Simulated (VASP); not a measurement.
Here is a VASP 6.6.1 calculation.

The input INCAR:

```
ALGO = Normal
EDIFF = 1E-6
EDIFFG = -0.01
ENCUT = 600
GGA = PE
IBRION = 2
ISIF = 4
ISMEAR = 0
LASPH = T
LCHARG = F
LREAL = F
LWAVE = F
NELM = 100
NSW = 50
PREC = Accurate
SIGMA = 0.02
```

Contents of KPOINTS:

```
k-points
0
Gamma
  10 10 10
```

POSCAR

```
SnO2
1.0
   -2.0461996313      2.0461996313      5.2326833346
    2.0461996313     -2.0461996313      5.2326833346
    2.0461996313      2.0461996313     -5.2326833346
Sn O
2 4
Direct
    0.7500000000      0.2500000000      0.5000000000
    0.0000000000      0.0000000000      0.0000000000
    0.7975932603      0.7975932603      0.0000000000
    0.9524067397      0.4524067397      0.5000000000
    0.2024067397      0.2024067397      0.0000000000
    0.5475932603      0.0475932603      0.5000000000
```

Potentials or basis: VASP PAW PBE potentials, release 64 (Sn_d, O).

Run with:

```console
$ cat potpaw_PBE.64/Sn_d/POTCAR potpaw_PBE.64/O/POTCAR > POTCAR
$ mpirun -np 1 vasp_std > vasp.out
```

Task: Predict the band gap on the k mesh.

Result: 1.06 eV (least direct gap 1.35 eV).

Step by step:
| step | energy change (eV) | largest force (eV/Å) | pressure (GPa) | volume (Å³) |
| --- | --- | --- | --- | --- |
| 1 | 0.0000 | 0.1430 | -3.99 | 87.64 |
| 2 | -0.0025 | 0.0161 | -3.63 | 87.64 |
| 3 | -0.0025 | 0.0209 | -3.64 | 87.64 |
| 4 | -0.0028 | 0.0159 | -3.62 | 87.64 |
| 5 | -0.0032 | 0.0002 | -3.56 | 87.64 |

Caveat: spin-orbit coupling is left out, which moves the levels of the heavy elements. A k mesh can miss the band edges.
